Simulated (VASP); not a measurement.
# Ag (P6_3/mmc) in VASP: a series of runs, part 3 of 3

VASP 6.6.1.

## (7) Single point, PBEsol (strain +0.0300 x Voigt [1, 1, 0, 0, 0, 0])

File INCAR:

```
SYSTEM = Ag
PREC = Accurate ; ENCUT = 520
EDIFF = 1E-6 ; ISMEAR = 0
SIGMA = 0.15 ; LREAL = .FALSE.
LASPH = .TRUE. ; NELM = 60
ALGO = Fast ; ISIF = 2
LWAVE = .FALSE. ; LCHARG = .FALSE.
GGA = PS ; NBANDS = 18
```

File KPOINTS:

```
regular mesh
0
G
  24 24 14
  0 0 0
```

File POSCAR:

```
Ag
1.0
    2.9530745484      0.0000000000      0.0000000000
   -1.4765372742      2.5574375782      0.0000000000
    0.0000000000      0.0000000000      4.6907149281
Ag
2
Direct
    0.3333333333      0.6666666667      0.2500000000
    0.6666666667      0.3333333333      0.7500000000
```

Potentials or basis: VASP PAW PBE potentials, release 64 (Ag).

Started as:

```sh
$ cat potpaw_PBE.64/Ag/POTCAR > POTCAR
$ mpirun -np 1 vasp_std > vasp.out
```

OUTCAR:

```text
SYSTEM = Ag
   PREC = Accurate
   ENCUT = 520
   EDIFF = 1E-6
   ISMEAR = 0
   LREAL = .FALSE.
   LASPH = .TRUE.
   NELM = 60
   ISIF = 2
   GGA = PS

 ion  position               nearest neighbor table
   1  0.333  0.667  0.250-   2 2.90   2 2.90   2 2.90   2 2.90   2 2.90   2 2.90
   2  0.667  0.333  0.750-   1 2.90   1 2.90   1 2.90   1 2.90   1 2.90   1 2.90

  LATTYP: Found a hexagonal cell.
 ALAT       =     2.9530745484
 C/A-ratio  =     1.5884173769

  Lattice vectors:

 A1 = (   2.9530745484,   0.0000000000,   0.0000000000)
 A2 = (  -1.4765372742,   2.5574375782,   0.0000000000)
 A3 = (   0.0000000000,   0.0000000000,   4.6907149281)

Analysis of symmetry for initial positions (statically):
=====================================================================
 Subroutine PRICEL returns:
 Original cell was already a primitive cell.

 Routine SETGRP: Setting up the symmetry group for a
 hexagonal supercell.

 Subroutine GETGRP returns: Found 24 space group operations
 (whereof 12 operations were pure point group operations)
 out of a pool of 24 trial point group operations.

The static configuration has the point symmetry D_3d.
 The point group associated with its full space group is D_6h.

Analysis of symmetry for dynamics (positions and initial velocities):
=====================================================================
 Subroutine PRICEL returns:
 Original cell was already a primitive cell.

 Routine SETGRP: Setting up the symmetry group for a
 hexagonal supercell.

 Subroutine GETGRP returns: Found 24 space group operations
 (whereof 12 operations were pure point group operations)
 out of a pool of 24 trial point group operations.

The dynamic configuration has the point symmetry D_3d.
 The point group associated with its full space group is D_6h.

 Subroutine INISYM returns: Found 24 space group operations
 (whereof 12 operations are pure point group operations),
 and found     1 'primitive' translations

----------------------------------------------------------------------------------------

                                     Primitive cell

  volume of cell :      35.4257

  direct lattice vectors                    reciprocal lattice vectors
     2.953074548  0.000000000  0.000000000     0.338630124  0.195508193  0.000000000
    -1.476537274  2.557437578  0.000000000     0.000000000  0.391016386  0.000000000
     0.000000000  0.000000000  4.690714928     0.000000000  0.000000000  0.213187119

  length of vectors
     2.953074548  2.953074548  4.690714928     0.391016386  0.391016386  0.213187119

  position of ions in fractional coordinates (direct lattice)
     0.333333333  0.666666667  0.250000000
     0.666666667  0.333333333  0.750000000

  ion indices of the primitive-cell ions
   primitive index   ion index
                 1           1
                 2           2

----------------------------------------------------------------------------------------

 KPOINTS: regular mesh

Automatic generation of k-mesh.
 Grid dimensions read from file:
 generate k-points for:   24   24   14

 Generating k-lattice:

  Cartesian coordinates                     Fractional coordinates (reciprocal lattice)
     0.014109588  0.008146175  0.000000000     0.041666667  0.000000000  0.000000000
     0.000000000  0.016292349  0.000000000     0.000000000  0.041666667  0.000000000
     0.000000000  0.000000000  0.015227651     0.000000000  0.000000000  0.071428571

  Length of vectors
     0.016292349  0.016292349  0.015227651

  Shift w.r.t. Gamma in fractional coordinates (k-lattice)
     0.000000000  0.000000000  0.000000000

 Subroutine IBZKPT returns following result:
 ===========================================

 Found    488 irreducible k-points:

 Following reciprocal coordinates:
            Coordinates               Weight
  0.000000  0.000000  0.000000      1.000000
  0.041667  0.000000  0.000000      6.000000
  0.083333  0.000000  0.000000      6.000000
  0.125000  0.000000  0.000000      6.000000
  0.166667  0.000000  0.000000      6.000000
  0.208333 -0.000000  0.000000      6.000000
[... 16 lines left out ...]
  0.416667  0.041667  0.000000     12.000000
  0.458333  0.041667  0.000000     12.000000
 [... further k-points ...]
   k-points           NKPTS =    488   k-points in BZ     NKDIM =    488   number of bands    NBANDS=     18
   number of dos      NEDOS =    301   number of ions     NIONS =      2
   total plane-waves  NPLWV =  20736
   dimension x,y,z NGX =    24 NGY =   24 NGZ =   36
   dimension x,y,z NGXF=    48 NGYF=   48 NGZF=   72
   ions per type =               2
   NGX,Y,Z   is equivalent  to a cutoff of  13.51, 13.51, 12.76 a.u.
   NGXF,Y,Z  is equivalent  to a cutoff of  27.02, 27.02, 25.52 a.u.
 SYSTEM =  Ag
   PREC   = accura    normal or accurate (medium, high low for compatibility)
   ISTART =      0    job   : 0-new  1-cont  2-samecut
   ICHARG =      2    charge: 1-file 2-atom 10-const
   ISPIN  =      1    spin polarized calculation?
   LNONCOLLINEAR =      F non collinear calculations
   LSORBIT =      F    spin-orbit coupling
   LASPH  =      T    aspherical Exc in radial PAW
   ENCUT  =  520.0 eV  38.22 Ry    6.18 a.u.   5.49  5.49  8.72*2*pi/ulx,y,z
   NELM   =     60;   NELMIN=  2; NELMDL= -5     # of ELM steps
   EDIFF  = 0.1E-05   stopping-criterion for ELM
   LREAL  =      F    real-space projection
   EDIFFG = 0.1E-04   stopping-criterion for IOM
   NSW    =      0    number of steps for IOM
   IBRION =     -1    ionic relax: 0-MD 1-quasi-New 2-CG
   NFREE  =      0    steps in history (QN), initial steepest desc. (CG)
   ISIF   =      2    stress and relaxation
   ISYM   =      2    0-nonsym 1-usesym 2-fastsym
   POTIM  = 0.5000    time-step for ionic-motion
   TEBEG  =    0.0;   TEEND  =   0.0 temperature during run
   PSTRESS=    0.0 pullay stress
   NELECT =      22.0000    total number of electrons
   NUPDOWN=      -1.0000    fix difference up-down
   EMIN   =  10.00;   EMAX   =-10.00  energy-range for DOS
   EFERMI =   0.00;   METHOD = LEGACY
   ISMEAR =     0;   SIGMA  =   0.15  broadening in eV -4-tet -1-fermi 0-gaus
   EFERMI_NEDOS =   21; number of points for ismear=-14 and -15
   IALGO  =     68    algorithm
   IMIX   =      4    mixing-type and parameters
     AMIX     =   0.40;   BMIX     =  1.00
     AMIX_MAG =   1.60;   BMIX_MAG =  1.00
  volume/ion in A,a.u.               =      17.71       119.53
  Fermi-wavevector in a.u.,A,eV,Ry     =   1.396721  2.639419 26.542635  1.950829
  Thomas-Fermi vector in A             =   2.520047
   LORBIT       =      0    0 simple, 1 ext, 2 COOP (PROOUT), +10 PAW based schemes
   GGA     = PS    functional components
   LHFCALC =     F    Hartree Fock is set to
   AEXX    =    0.0000 exact exchange contribution
   IVDW    =     0    specifies the selected vdW correction
   LEPSILON=     F    determine dielectric tensor
   LRPA    =     F    only Hartree local field effects (RPA)
 non-spin polarized calculation
 RMM-DIIS sequential band-by-band and
 Gauss-broadening in eV      SIGMA  =   0.15
  energy-cutoff  :      520.00
  volume of cell :       35.43
 maximum number of plane-waves:       986
 NGX is ok and might be reduce to    24
   NGX = 11   NGY = 11   NGZ = 17

 number of electron      22.0000013 magnetization

 Free energy of the ion-electron system (eV)
  ---------------------------------------------------
  ext. energy  EPLUGINS =         0.00000000
  ---------------------------------------------------
  free energy    TOTEN  =        -6.56154760 eV

  energy without entropy =       -6.55496466  energy(sigma->0) =       -6.55825613

 E-fermi :   7.7352     XC(G=0): -12.1844

 val. band max:        7.7333831618   @ k =   0.5000   0.0000   0.1429
 cond. band min:       7.7395912822   @ k =   0.2917   0.1250   0.4286
 fundamental gap:      0.0062081204
 Fermi energy:         7.7351617236

 k-point     1 :       0.0000    0.0000    0.0000
  band No.  band energies     occupation
      1       0.1602      2.00000
      2       1.5753      2.00000
      3       3.1671      2.00000
      4       3.1671      2.00000
      5       3.1868      2.00000
      6       3.4150      2.00000
[... 10 lines left out ...]
     17      25.2841      0.00000
     18      25.6000      0.00000
[... 463 lines left out ...]
 k-point    24 :       0.4583    0.0417    0.0000
  band No.  band energies     occupation
      1       1.6735      2.00000
      2       1.9770      2.00000
      3       1.9845      2.00000
      4       2.9804      2.00000
      5       3.4449      2.00000
      6       3.6258      2.00000
[... 10 lines left out ...]
     17      18.0867      0.00000
     18      23.1832      0.00000

 [... further k-points ...]
[... 5 lines left out ...]
  --------------------------------------------------------------------------------------
  -------------------------------------------------------------------------------------
  Total       -1.5503599     -1.5503599     -0.9107912      0.0000000     -0.0000000      0.0000000
  in kB      -70.1172084    -70.1172084    -41.1918117      0.0000000     -0.0000000      0.0000000
  external PRESSURE =     -60.4754095 kB  Pullay stress =       0.0000000 kB

 VOLUME and BASIS-vectors are now :
 -----------------------------------------------------------------------------
  energy-cutoff  :      520.00
  volume of cell :       35.43
      direct lattice vectors                 reciprocal lattice vectors
     2.953074548  0.000000000  0.000000000     0.338630124  0.195508193  0.000000000
    -1.476537274  2.557437578  0.000000000     0.000000000  0.391016386  0.000000000
     0.000000000  0.000000000  4.690714928     0.000000000  0.000000000  0.213187119

 POSITION                                       TOTAL-FORCE (eV/Angst)
 -----------------------------------------------------------------------------------
     -0.00000      1.70496      1.17268         0.000000     -0.000000      0.000000
      1.47654      0.85248      3.51804        -0.000000      0.000000      0.000000
 -----------------------------------------------------------------------------------
    total drift:                               -0.000000      0.000000     -0.000000

  FREE ENERGIE OF THE ION-ELECTRON SYSTEM (eV)
  ---------------------------------------------------
  free  energy   TOTEN  =        -6.5615476032 eV

  energy  without entropy=       -6.5549646627  energy(sigma->0) =       -6.55825613
```

OSZICAR:

```text
N       E                     dE             d eps       ncg     rms          rms(c)
DAV:   1     0.124008466158E+03    0.12401E+03   -0.11705E+04 17592   0.121E+03
DAV:   2    -0.516819256803E+01   -0.12918E+03   -0.12285E+03 18138   0.266E+02
DAV:   3    -0.722296509113E+01   -0.20548E+01   -0.20475E+01 20368   0.379E+01
DAV:   4    -0.722906686960E+01   -0.61018E-02   -0.61012E-02 19268   0.203E+00
DAV:   5    -0.722911611605E+01   -0.49246E-04   -0.49246E-04 19396   0.195E-01    0.715E+00
RMM:   6    -0.658351153047E+01    0.64560E+00   -0.15680E+00 17585   0.101E+01    0.429E+00
RMM:   7    -0.656854290316E+01    0.14969E-01   -0.24165E-02 18393   0.153E+00    0.255E+00
RMM:   8    -0.656159187448E+01    0.69510E-02   -0.19185E-03 18787   0.415E-01    0.261E-01
RMM:   9    -0.656154870434E+01    0.43170E-04   -0.40213E-04 19314   0.160E-01    0.722E-02
RMM:  10    -0.656154695088E+01    0.17535E-05   -0.50308E-05 19461   0.527E-02    0.355E-02
RMM:  11    -0.656154731309E+01   -0.36221E-06   -0.11764E-05 17372   0.211E-02    0.147E-02
RMM:  12    -0.656154760315E+01   -0.29006E-06   -0.33977E-06 14947   0.136E-02
   1 F= -.65615476E+01 E0= -.65582561E+01  d E =-.658294E-02
```

stdout:

```text
POSCAR found type information on POSCAR Ag
 POSCAR found :  1 types and       2 ions
 scaLAPACK will be used
 -----------------------------------------------------------------------------
|                                                                             |
|                                                                             |
|     You enforced a specific xc type in the INCAR file but a different       |
|     I HOPE YOU KNOW WHAT YOU ARE DOING!                                     |
|                                                                             |
 -----------------------------------------------------------------------------

 LDA part: xc-table for (Slater+PW92), standard interpolation
 POSCAR, INCAR and KPOINTS ok, starting setup
 FFT: planning ... GRIDC
 FFT: planning ... GRID_SOFT
 FFT: planning ... GRID
 WAVECAR not read
 entering main loop
```

Run time: 2.9 min. Hardware: 1 thread of Intel Xeon Platinum 8259CL at 2.50GHz (Skylake/Cascade Lake), shared host; peak memory 0.35 GiB.

Results:

```yaml
Free_energy: -6.5615 eV
Pressure: -6.0 GPa
Band_gap_on_the_k_mesh: zero (bands 11 and 12 overlap by 7.16 eV)
```

Caveat: the cell differs from its parent crystal (strain +0.0300 x Voigt [1, 1, 0, 0, 0, 0]); the cell stands under tension; the PAW data sets were made with another functional, which shifts forces and pressure a little.

## (8) The runs side by side

| cell | further INCAR settings | gap on the mesh (eV) | pressure (GPa) |
| --- | --- | --- | --- |
| a = 2.752, b = 2.752, c = 4.691 Å, angles 90.0, 90.0, 120.0°, 2 atoms | ALGO = Fast; EDIFF = 1e-06; NBANDS = 18 | none | 12.0 |
| a = 2.781, b = 2.781, c = 4.691 Å, angles 90.0, 90.0, 120.0°, 2 atoms | ALGO = Fast; EDIFF = 1e-06; NBANDS = 18 | none | 8.2 |
| a = 2.810, b = 2.810, c = 4.691 Å, angles 90.0, 90.0, 120.0°, 2 atoms | ALGO = Fast; EDIFF = 1e-06; NBANDS = 18 | none | 5.0 |
| a = 2.896, b = 2.896, c = 4.691 Å, angles 90.0, 90.0, 120.0°, 2 atoms | ALGO = Fast; EDIFF = 1e-06; NBANDS = 18 | none | -2.5 |
| a = 2.924, b = 2.924, c = 4.691 Å, angles 90.0, 90.0, 120.0°, 2 atoms | ALGO = Fast; EDIFF = 1e-07; NBANDS = 18 | none | -4.3 |
| a = 2.953, b = 2.953, c = 4.691 Å, angles 90.0, 90.0, 120.0°, 2 atoms | ALGO = Fast; EDIFF = 1e-06; NBANDS = 18 | none | -6.0 |

Alike in all rows: task single point; level PBEsol; potentials or basis VASP PAW PBE potentials, release 64 (Ag); no spin polarisation; k mesh 24 × 24 × 14; cutoff (eV) 520; smearing gaussian 0.15 eV.

Caveats: the PAW data sets were made with another functional, which shifts forces and pressure a little; the cell stands under pressure (at least some runs); the cell stands under tension (at least some runs).

Absolute energies hang on the potentials; compare differences alone.
